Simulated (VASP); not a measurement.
Input of a VASP 6.6.1 run:

File INCAR:

```
SYSTEM = Cu26W
ALGO = Normal ; EDIFF = 1E-7
ENCUT = 520 ; GGA = PE
ISIF = 2 ; ISMEAR = 1
LASPH = .TRUE. ; LCHARG = .FALSE.
LREAL = Auto ; LWAVE = .FALSE.
NBANDS = 169 ; NELM = 80
PREC = Accurate ; SIGMA = 0.1
```

KPOINTS

```
k-points
0
G
  4 4 4
  0 0 0
```

File POSCAR:

```
Cu26W
1.0
    0.0000000000      5.4445723423      5.4445723423
    5.4445723423      0.0000000000      5.4445723423
    5.4445723423      5.4445723423      0.0000000000
W Cu
1 26
Direct
    0.0000000000      0.0000000000      0.0000000000
    0.0000000000      0.0000000000      0.3359707677
    0.0000000000      0.0000000000      0.6640292323
    0.0000000000      0.3359707677      0.0000000000
    0.0000541336      0.3333152888      0.3333152888
    0.0000000000      0.3359707677      0.6640292323
    0.0000000000      0.6640292323      0.0000000000
    0.0000000000      0.6640292323      0.3359707677
   -0.0000541336      0.6666847112      0.6666847112
    0.3359707677      0.0000000000      0.0000000000
    0.3333152888      0.0000541336      0.3333152888
    0.3359707677      0.0000000000      0.6640292323
    0.3333152888      0.3333152888      0.0000541336
    0.3333152888      0.3333152888      0.3333152888
    0.3339763865      0.3339763865      0.6660236135
    0.3359707677      0.6640292323      0.0000000000
    0.3339763865      0.6660236135      0.3339763865
    0.3339763865      0.6660236135      0.6660236135
    0.6640292323      0.0000000000      0.0000000000
    0.6640292323      0.0000000000      0.3359707677
    0.6666847112     -0.0000541336      0.6666847112
    0.6640292323      0.3359707677      0.0000000000
    0.6660236135      0.3339763865      0.3339763865
    0.6660236135      0.3339763865      0.6660236135
    0.6666847112      0.6666847112     -0.0000541336
    0.6660236135      0.6660236135      0.3339763865
    0.6666847112      0.6666847112      0.6666847112
```

Potentials or basis: VASP PAW PBE potentials, release 64 (W_sv, Cu).

Launch:

```sh
$ cat potpaw_PBE.64/W_sv/POTCAR potpaw_PBE.64/Cu/POTCAR > POTCAR
$ mpirun -np 1 vasp_std > vasp.out
```

Problem. Predict the band gap on the k mesh.

Solution. Zero (band 150 reaches 7.86 eV, above the bottom of band 151 at 7.68 eV).

Problem. Estimate the largest force.

Solution. 0.011 eV/Å.

Problem. What does it give for the pressure?

Solution. 3.2 GPa.

Forces on the atoms (eV/Å):
```
W    0.000  0.000  0.000
Cu   0.008  0.008  0.000
Cu  -0.008 -0.008  0.000
Cu   0.008  0.000  0.008
Cu  -0.001  0.001  0.001
Cu   0.000 -0.008  0.008
Cu  -0.008  0.000 -0.008
Cu   0.000  0.008 -0.008
Cu   0.001 -0.001 -0.001
Cu   0.000  0.008  0.008
Cu   0.001 -0.001  0.001
Cu  -0.008  0.000  0.008
Cu   0.001  0.001 -0.001
Cu  -0.001 -0.001 -0.001
Cu   0.000  0.000 -0.002
Cu  -0.008  0.008  0.000
Cu   0.000 -0.002  0.000
Cu   0.002  0.000  0.000
Cu   0.000 -0.008 -0.008
Cu   0.008  0.000 -0.008
Cu  -0.001  0.001 -0.001
Cu   0.008 -0.008  0.000
Cu  -0.002  0.000  0.000
Cu   0.000  0.002  0.000
Cu  -0.001 -0.001  0.001
Cu   0.000  0.000  0.002
Cu   0.001  0.001  0.001
```

Caveat: spin-orbit coupling is left out, which moves the levels of the heavy elements.
